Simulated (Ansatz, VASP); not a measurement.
## Ta3B2N in VASP and in Ansatz

```
Ta B N
1.0
     5.73533    0.00000    0.00000
    -2.86766    4.96694    0.00000
     0.00000    0.00000    3.13504
Ta B N
3 2 1
Direct
  0.50000 0.00000 0.50000
  0.00000 0.50000 0.50000
  0.50000 0.50000 0.50000
  0.66667 0.33333 0.00000
  0.33333 0.66667 0.00000
  0.00000 0.00000 0.00000
```

Change from the starting cell: species swapped into the LuB2Ru3 type (P6/mmm, No. 191).

Alike in both runs: functional PBE; k mesh 12 × 12 × 12; occupations gaussian, width 0.1 eV; no spin polarisation.

Ansatz relaxed the structure, and its values are those at the end. VASP's run is a single point on that final structure, the one shown.

|  | VASP | Ansatz |
| --- | --- | --- |
| version | VASP 6.6.1 | Ansatz 0.2.0 |
| potentials or method | VASP PAW PBE potentials, release 64 (Ta_pv, B, N), cutoff 520 eV | scalar-relativistic, plane waves, PAW |
| valence electrons in the cell | 44 | 50 |

```csv
,VASP,Ansatz,Ansatz less VASP
gap on the k mesh at the Fermi level (eV),none,none,-
pressure (GPa),0.2,0.0,-0.19
```

A gap of «none» marks a metal or a gap that the smearing closes. The functional is the same, so the differences come from potentials, cutoffs and numerics. VASP's potentials hold 44 valence electrons a cell and Ansatz's 50, so a difference there can come from the potentials and not from the codes.

Spin-orbit coupling is off throughout.
